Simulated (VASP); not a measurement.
# SnO in VASP: notebook

SnO is run at these levels: PBE+D3(BJ); tasks: single point.

Program: VASP 6.6.1. These are calculated values, not measurements. Logs are shortened: lines on timing, memory, paths and dates and some standing lists are left out, and cuts for length are marked.

### 1 The cell of the first run

The cell holds a slab with vacuum, 8 atoms: a = 3.820 Å, b = 3.820 Å, c = 22.226 Å, α = 90.00°, β = 90.00°, γ = 90.00°.

### 2 Single point, PBE+D3(BJ) (layers slid over each other)

File INCAR:

```
PREC = Accurate
ENCUT = 520
EDIFF = 1E-7
ISMEAR = 0
SIGMA = 0.05
LREAL = False
LASPH = True
NELM = 100
ALGO = Normal
ISIF = 2
LWAVE = False
LCHARG = False
LDIPOL = True
IDIPOL = 3
DIPOL = 0.5 0.5 0.399
GGA = PE
IVDW = 12
NBANDS = 50
```

File KPOINTS:

```
Automatic mesh
0
Gamma
  7 7 1
```

File POSCAR:

```
SnO
1.0
    3.8201526160      0.0002954389      0.0000000000
   -0.0003145156      3.8201526145      0.0000000000
    0.0000000000      0.0000000000     22.2260756252
Sn O
4 4
Direct
    0.9999453016      0.9999453016      0.2024648920
    0.4999453016      0.4999453016      0.3087831576
    0.7499453016      0.7499453016      0.4896517944
    0.2499453016      0.2499453016      0.5959700601
    0.9999461184      0.4999461184      0.2556240248
    0.4999461184      0.9999461184      0.2556240248
    0.7499461184      0.2499461184      0.5428109272
    0.2499461184      0.7499461184      0.5428109272
```

Potentials or basis: VASP PAW PBE potentials, release 64 (Sn_d, O).

Launch:

```sh
$ cat potpaw_PBE.64/Sn_d/POTCAR potpaw_PBE.64/O/POTCAR > POTCAR
$ mpirun -np 1 vasp_std > vasp.out
```

OUTCAR:

```text
PREC = Accurate
   ENCUT = 520
   EDIFF = 1E-7
   ISMEAR = 0
   LREAL = False
   LASPH = True
   NELM = 100
   ISIF = 2
   GGA = PE
   IVDW = 12
 IVDW          = 12

 ion  position               nearest neighbor table
   1  1.000  1.000  0.202-   6 2.25   5 2.25   6 2.25   5 2.25   2 3.59   2 3.59   2 3.59   2 3.59

   2  0.500  0.500  0.309-   5 2.25   6 2.25   5 2.25   6 2.25   1 3.59   1 3.59   1 3.59   1 3.59

   3  0.750  0.750  0.490-   8 2.25   7 2.25   8 2.25   7 2.25   4 3.59   4 3.59   4 3.59   4 3.59

   4  0.250  0.250  0.596-   7 2.25   8 2.25   7 2.25   8 2.25   3 3.59   3 3.59   3 3.59   3 3.59

   5  1.000  0.500  0.256-   2 2.25   1 2.25   2 2.25   1 2.25
   6  0.500  1.000  0.256-   1 2.25   2 2.25   1 2.25   2 2.25
   7  0.750  0.250  0.543-   3 2.25   4 2.25   3 2.25   4 2.25
   8  0.250  0.750  0.543-   3 2.25   4 2.25   3 2.25   4 2.25

  LATTYP: Found a simple tetragonal cell.
 ALAT       =     3.8201526274
 C/A-ratio  =     5.8181119429

  Lattice vectors:

 A1 = (   3.8201526160,   0.0002954389,   0.0000000000)
 A2 = (  -0.0003145156,   3.8201526145,   0.0000000000)
 A3 = (   0.0000000000,   0.0000000000,  22.2260756252)

Analysis of symmetry for initial positions (statically):
=====================================================================
 Subroutine PRICEL returns:
 Original cell was already a primitive cell.

 Routine SETGRP: Setting up the symmetry group for a
 simple tetragonal supercell.

 Subroutine GETGRP returns: Found  4 space group operations
 (whereof  2 operations were pure point group operations)
 out of a pool of 16 trial point group operations.

The static configuration has the point symmetry C_1h.
 The point group associated with its full space group is C_2h.

Analysis of symmetry for dynamics (positions and initial velocities):
=====================================================================
 Subroutine PRICEL returns:
 Original cell was already a primitive cell.

 Routine SETGRP: Setting up the symmetry group for a
 simple tetragonal supercell.

 Subroutine GETGRP returns: Found  4 space group operations
 (whereof  2 operations were pure point group operations)
 out of a pool of 16 trial point group operations.

The dynamic configuration has the point symmetry C_1h.
 The point group associated with its full space group is C_2h.

 Subroutine INISYM returns: Found  4 space group operations
 (whereof  2 operations are pure point group operations),
 and found     1 'primitive' translations

----------------------------------------------------------------------------------------

                                     Primitive cell

  volume of cell :     324.3577

  direct lattice vectors                    reciprocal lattice vectors
     3.820152616  0.000295439  0.000000000     0.261769645  0.000021552  0.000000000
    -0.000314516  3.820152614  0.000000000    -0.000020244  0.261769645  0.000000000
     0.000000000  0.000000000 22.226075625     0.000000000  0.000000000  0.044992198

  length of vectors
     3.820152627  3.820152627 22.226075625     0.261769646  0.261769646  0.044992198

  position of ions in fractional coordinates (direct lattice)
     0.999945302  0.999945302  0.202464892
     0.499945302  0.499945302  0.308783158
     0.749945302  0.749945302  0.489651794
     0.249945302  0.249945302  0.595970060
     0.999946118  0.499946118  0.255624025
     0.499946118  0.999946118  0.255624025
     0.749946118  0.249946118  0.542810927
     0.249946118  0.749946118  0.542810927

  ion indices of the primitive-cell ions
   primitive index   ion index
                 1           1
                 2           2
                 3           3
                 4           4
                 5           5
                 6           6
                 7           7
                 8           8

----------------------------------------------------------------------------------------

 KPOINTS: Automatic mesh

Automatic generation of k-mesh.
 Grid dimensions read from file:
 generate k-points for:    7    7    1

 Generating k-lattice:

  Cartesian coordinates                     Fractional coordinates (reciprocal lattice)
     0.037395664  0.000003079  0.000000000     0.142857143 -0.000000000  0.000000000
    -0.000002892  0.037395664  0.000000000     0.000000000  0.142857143  0.000000000
     0.000000000  0.000000000  0.044992198     0.000000000  0.000000000  1.000000000

  Length of vectors
     0.037395664  0.037395664  0.044992198

  Shift w.r.t. Gamma in fractional coordinates (k-lattice)
     0.000000000  0.000000000  0.000000000

 Subroutine IBZKPT returns following result:
 ===========================================

 Found     16 irreducible k-points:

 Following reciprocal coordinates:
            Coordinates               Weight
  0.000000  0.000000  0.000000      1.000000
  0.142857  0.000000  0.000000      4.000000
  0.285714  0.000000  0.000000      4.000000
  0.428571  0.000000  0.000000      4.000000
  0.142857  0.142857  0.000000      2.000000
 -0.142857  0.142857  0.000000      2.000000
[... 8 lines left out ...]
  0.428571  0.428571  0.000000      2.000000
 -0.428571  0.428571  0.000000      2.000000
   k-points           NKPTS =     16   k-points in BZ     NKDIM =     16   number of bands    NBANDS=     50
   number of dos      NEDOS =    301   number of ions     NIONS =      8
   total plane-waves  NPLWV = 131712
   dimension x,y,z NGX =    28 NGY =   28 NGZ =  168
   dimension x,y,z NGXF=    56 NGYF=   56 NGZF=  336
   ions per type =               4   4
   NGX,Y,Z   is equivalent  to a cutoff of  12.19, 12.19, 12.57 a.u.
   NGXF,Y,Z  is equivalent  to a cutoff of  24.37, 24.37, 25.13 a.u.
 SYSTEM =  unknown system
   PREC   = accura    normal or accurate (medium, high low for compatibility)
   ISTART =      0    job   : 0-new  1-cont  2-samecut
   ICHARG =      2    charge: 1-file 2-atom 10-const
   ISPIN  =      1    spin polarized calculation?
   LNONCOLLINEAR =      F non collinear calculations
   LSORBIT =      F    spin-orbit coupling
   LASPH  =      T    aspherical Exc in radial PAW
   ENCUT  =  520.0 eV  38.22 Ry    6.18 a.u.   7.10  7.10 41.33*2*pi/ulx,y,z
   NELM   =    100;   NELMIN=  2; NELMDL= -5     # of ELM steps
   EDIFF  = 0.1E-06   stopping-criterion for ELM
   LREAL  =      F    real-space projection
   EDIFFG = 0.1E-05   stopping-criterion for IOM
   NSW    =      0    number of steps for IOM
   IBRION =     -1    ionic relax: 0-MD 1-quasi-New 2-CG
   NFREE  =      0    steps in history (QN), initial steepest desc. (CG)
   ISIF   =      2    stress and relaxation
   ISYM   =      2    0-nonsym 1-usesym 2-fastsym
   POTIM  = 0.5000    time-step for ionic-motion
   TEBEG  =    0.0;   TEEND  =   0.0 temperature during run
   PSTRESS=    0.0 pullay stress
   NELECT =      80.0000    total number of electrons
   NUPDOWN=      -1.0000    fix difference up-down
   EMIN   =  10.00;   EMAX   =-10.00  energy-range for DOS
   EFERMI =   0.00;   METHOD = LEGACY
   ISMEAR =     0;   SIGMA  =   0.05  broadening in eV -4-tet -1-fermi 0-gaus
   EFERMI_NEDOS =   21; number of points for ismear=-14 and -15
   IALGO  =     38    algorithm
   IMIX   =      4    mixing-type and parameters
     AMIX     =   0.40;   BMIX     =  1.00
     AMIX_MAG =   1.60;   BMIX_MAG =  1.00
  volume/ion in A,a.u.               =      40.54       273.61
  Fermi-wavevector in a.u.,A,eV,Ry     =   1.026668  1.940121 14.341187  1.054047
  Thomas-Fermi vector in A             =   2.160573
   LORBIT       =      0    0 simple, 1 ext, 2 COOP (PROOUT), +10 PAW based schemes
   GGA     = PE    functional components
   LHFCALC =     F    Hartree Fock is set to
   AEXX    =    0.0000 exact exchange contribution
   IVDW    =    12    specifies the selected vdW correction
   LEPSILON=     F    determine dielectric tensor
   LRPA    =     F    only Hartree local field effects (RPA)
 non-spin polarized calculation
 Gauss-broadening in eV      SIGMA  =   0.05
  energy-cutoff  :      520.00
  volume of cell :      324.36
 maximum number of plane-waves:      8769
   NGX = 15   NGY = 15   NGZ = 83

 dipolmoment           0.000000      0.000000     -0.000000 electrons x Angstroem

 number of electron      79.9999971 magnetization

 dipolmoment           0.000000      0.000000      0.000000 electrons x Angstroem

 Free energy of the ion-electron system (eV)
  ---------------------------------------------------
  ext. energy  EPLUGINS =         0.00000000
  ---------------------------------------------------
  free energy    TOTEN  =       -45.15902717 eV

  energy without entropy =      -45.15902717  energy(sigma->0) =      -45.15902717

 E-fermi :   0.0975     XC(G=0):  -5.2983

 val. band max:       -0.1565244190   @ k =  -0.1429   0.1429   0.0000
 cond. band min:       2.3124614328   @ k =  -0.4286   0.4286   0.0000
 fundamental gap:      2.4689858518
 Fermi energy:         0.0975011202

 k-point     1 :       0.0000    0.0000    0.0000
  band No.  band energies     occupation
      1     -21.0532      2.00000
      2     -21.0532      2.00000
      3     -20.6928      2.00000
      4     -20.6927      2.00000
      5     -20.6553      2.00000
      6     -20.6553      2.00000
[... 42 lines left out ...]
     49       5.1354      0.00000
     50       5.1898      0.00000

 k-point     2 :       0.1429    0.0000    0.0000
  band No.  band energies     occupation
      1     -21.0443      2.00000
      2     -21.0442      2.00000
      3     -20.6934      2.00000
      4     -20.6933      2.00000
      5     -20.6569      2.00000
      6     -20.6569      2.00000
[... 734 lines left out ...]
 k-point    16 :      -0.4286    0.4286    0.0000
  band No.  band energies     occupation
      1     -20.9942      2.00000
      2     -20.9939      2.00000
      3     -20.9807      2.00000
      4     -20.9799      2.00000
      5     -20.6595      2.00000
      6     -20.6594      2.00000
[... 42 lines left out ...]
     49       5.8829      0.00000
     50       6.4775      0.00000

------------------------ aborting loop because EDIFF is reached ----------------------------------------

 vacuum level on the upper side and lower side of the slab       (xc-potential included)        -0.126        -0.125

 Edisp (eV)   -1.25361

 E8    (eV) :    -0.5544

  FORCE on cell =-STRESS in cart. coord.  units (eV):
  Direction    XX          YY          ZZ          XY          YZ          ZX
  --------------------------------------------------------------------------------------
  -------------------------------------------------------------------------------------
  Total       0.23348     0.23349     0.02546     0.04158     0.28366     0.28362
  in kB       1.15328     1.15334     0.12575     0.20538     1.40116     1.40094
  external pressure =        0.81 kB  Pullay stress =        0.00 kB

 VOLUME and BASIS-vectors are now :
 -----------------------------------------------------------------------------
  energy-cutoff  :      520.00
  volume of cell :      324.36
      direct lattice vectors                 reciprocal lattice vectors
     3.820152616  0.000295439  0.000000000     0.261769645  0.000021552  0.000000000
    -0.000314516  3.820152614  0.000000000    -0.000020244  0.261769645  0.000000000
     0.000000000  0.000000000 22.226075625     0.000000000  0.000000000  0.044992198

 POSITION                                       TOTAL-FORCE (eV/Angst)
 -----------------------------------------------------------------------------------
      3.81963      3.82024      4.50000        -0.005429     -0.005430     -0.079031
      1.90971      1.91002      6.86304        -0.029852     -0.029857      0.103759
      2.86467      2.86513     10.88304         0.029852      0.029857     -0.103759
      0.95475      0.95490     13.24608         0.005429      0.005430      0.079031
      3.81979      1.91017      5.68152        -0.029064      0.010934      0.007284
      1.90956      3.82009      5.68152         0.010938     -0.029062      0.007284
      2.86483      0.95505     12.06456        -0.010938      0.029062     -0.007284
      0.95460      2.86498     12.06456         0.029064     -0.010934     -0.007284
 -----------------------------------------------------------------------------------
    total drift:                               -0.013974     -0.013976      0.000039

  FREE ENERGIE OF THE ION-ELECTRON SYSTEM (eV)
  ---------------------------------------------------
  free  energy   TOTEN  =       -46.4126364584 eV

  energy  without entropy=      -46.4126364584  energy(sigma->0) =      -46.41263646

 vacuum level on the upper side and lower side of the slab         4.817         4.818
```

Wall time 4.4 min (1 thread of Intel Xeon Platinum 8488C (Sapphire Rapids), shared host); peak memory 0.44 GiB.

Results:

```yaml
Free_energy: -46.4126 eV
Largest_force: 0.112 eV/Å
Band_gap_on_the_k_mesh: 2.47 eV (least direct gap 2.53 eV)
Dispersion_energy_per_atom: -0.157 eV
```

Forces in eV/Å, atoms in the order of the input:
```
Sn  -0.005 -0.005 -0.079
Sn  -0.030 -0.030  0.104
Sn   0.030  0.030 -0.104
Sn   0.005  0.005  0.079
O   -0.029  0.011  0.007
O    0.011 -0.029  0.007
O   -0.011  0.029 -0.007
O    0.029 -0.011 -0.007
```

Levels at points of the mesh, in eV from the valence-band top:
```csv
k point,band 38,band 39,band 40,band 41,band 42,band 43
"(0.00, 0.00, 0.00)",-1.99,-0.68,-0.03,2.50,2.82,2.82
```

Caveat: the cell differs from its parent crystal (layers slid over each other); spin-orbit coupling is left out, which moves the levels of the heavy elements.

### 3 Single point, PBE+D3(BJ) (layers slid over each other)

File INCAR:

```
SYSTEM = SnO
PREC     = Accurate       ! precision mode
ENCUT    = 520            ! plane-wave cutoff, eV
EDIFF    = 1E-6           ! SCF threshold, eV
ISMEAR   = 0              ! smearing method
SIGMA    = 0.05           ! smearing width, eV
LREAL    = .FALSE.        ! projectors in reciprocal space
LASPH    = .TRUE.         ! aspherical terms in the spheres
NELM     = 100            ! most SCF steps
ALGO     = Normal         ! electronic algorithm
ISIF     = 2              ! what is computed and relaxed
LWAVE    = .FALSE.        ! write WAVECAR
LCHARG   = .TRUE.         ! write CHGCAR
LDIPOL   = .TRUE.       
IDIPOL   = 3            
DIPOL    = 0.5 0.5 0.415
GGA      = PE             ! functional
IVDW     = 12             ! dispersion correction
LELF     = .TRUE.         ! ELF
LVHAR    = .TRUE.       
LVACPOTAV= .TRUE.       
NBANDS   = 50             ! bands
```

File KPOINTS:

```
Automatic mesh
0
G
  7 7 1
  0 0 0
```

File POSCAR:

```
SnO
1.0
    3.8201526160      0.0002954389      0.0000000000
   -0.0003145156      3.8201526145      0.0000000000
    0.0000000000      0.0000000000     22.2260756252
Sn O
4 4
Direct
    0.9999453016      0.9999453016      0.2024648920
    0.4999453016      0.4999453016      0.3087831576
    0.7499453016      0.7499453016      0.5202464892
    0.2499453016      0.2499453016      0.6265647548
    0.9999461184      0.4999461184      0.2556240248
    0.4999461184      0.9999461184      0.2556240248
    0.7499461184      0.2499461184      0.5734056220
    0.2499461184      0.7499461184      0.5734056220
```

Potentials or basis: VASP PAW PBE potentials, release 64 (Sn_d, O).

Launch:

```sh
$ cat potpaw_PBE.64/Sn_d/POTCAR potpaw_PBE.64/O/POTCAR > POTCAR
$ mpirun -np 1 vasp_std > vasp.out
```

Run time: 4 min. Hardware: 1 thread of Intel Xeon Platinum 8488C (Sapphire Rapids), shared host; peak memory 0.43 GiB.

The run converged. Its results:

- Free energy: -46.3712 eV
- Largest force: 0.146 eV/Å
- Band gap on the k mesh: 2.65 eV (least direct gap 2.67 eV)
- Dispersion energy per atom: -0.150 eV

Forces on the atoms (eV/Å):
```
Sn  -0.001 -0.001 -0.087
Sn  -0.004 -0.004  0.146
Sn   0.004  0.004 -0.146
Sn   0.001  0.001  0.087
O   -0.007  0.002  0.004
O    0.002 -0.007  0.004
O   -0.002  0.007 -0.004
O    0.007 -0.002 -0.004
```

Levels at points of the mesh, in eV from the valence-band top:
```csv
k point,band 38,band 39,band 40,band 41,band 42,band 43
"(0.00, 0.00, 0.00)",-1.84,-0.39,-0.03,2.65,2.98,2.98
```

Caveat: the cell differs from its parent crystal (layers slid over each other); spin-orbit coupling is left out, which moves the levels of the heavy elements.
